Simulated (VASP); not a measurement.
Wanted: the native input for a VASP 6.6.1 run.

| Item | Value |
| --- | --- |
| Task | single point |
| Functional | PBEsol |
| Potentials or basis | VASP PAW PBE potentials, release 64 (Co, Si) |
| Cutoff | 520 eV |
| k mesh | 14 × 14 × 14 |
| Occupations | gaussian, width 0.15 eV |
| Spin | collinear spin, ferromagnetic start |
| Starting moments | [0.55, 0.0, 0.0] μB |
| Fixed moment | 0.55 μB |
| Dipole correction | no |
| Further INCAR settings | ALGO = Normal; EDIFF = 1e-06; NBANDS = 20 |

The structure of CoSi2 lies in POSCAR:

```
CoSi2
1.0
    0.0000000000      2.7585956939      2.7585956939
    2.7585956939      0.0000000000      2.7585956939
    2.7585956939      2.7585956939      0.0000000000
Co Si
1 2
Direct
    0.0000000000      0.0000000000      0.0000000000
    0.2500000000      0.2500000000      0.2500000000
    0.7500000000      0.7500000000      0.7500000000
```

These files were run (other wordings do the same):

INCAR

```
SYSTEM = CoSi2
PREC = Accurate
ENCUT = 520
EDIFF = 1E-6
ISMEAR = 0
SIGMA = 0.15
LREAL = .False.
LASPH = .True.
NELM = 150
ALGO = Normal
ISIF = 2
LWAVE = .False.
LCHARG = .False.
ISPIN = 2
MAGMOM = 0.55 0 0
LORBIT = 11
NUPDOWN = 0.55
LMAXMIX = 4
GGA = PS
NBANDS = 20
```

KPOINTS

```
Automatic mesh
0
Gamma
  14 14 14
  0 0 0
```

Potentials or basis: VASP PAW PBE potentials, release 64 (Co, Si).

The run is started by

```bash
$ cat potpaw_PBE.64/Co/POTCAR potpaw_PBE.64/Si/POTCAR > POTCAR
$ mpirun -np 1 vasp_std > vasp.out
```

Results of the run:

```
Pressure                                              : -15.7 GPa
Net moment                                            : 0.55 μB per cell
Site moments                                          : Co +0.35; Si +0.04 μB
Valence electrons inside the program's atomic spheres : Co 8.63; Si 1.54
```

Caveat: the cell stands under tension; the PAW data sets were made with another functional, which shifts forces and pressure a little; the total moment is fixed, so each spin has its own Fermi level and the state may be an excited one.

Run time: 6.1 min on 1 thread of Intel Xeon 8259CL (shared host), peak memory 0.28 GiB.
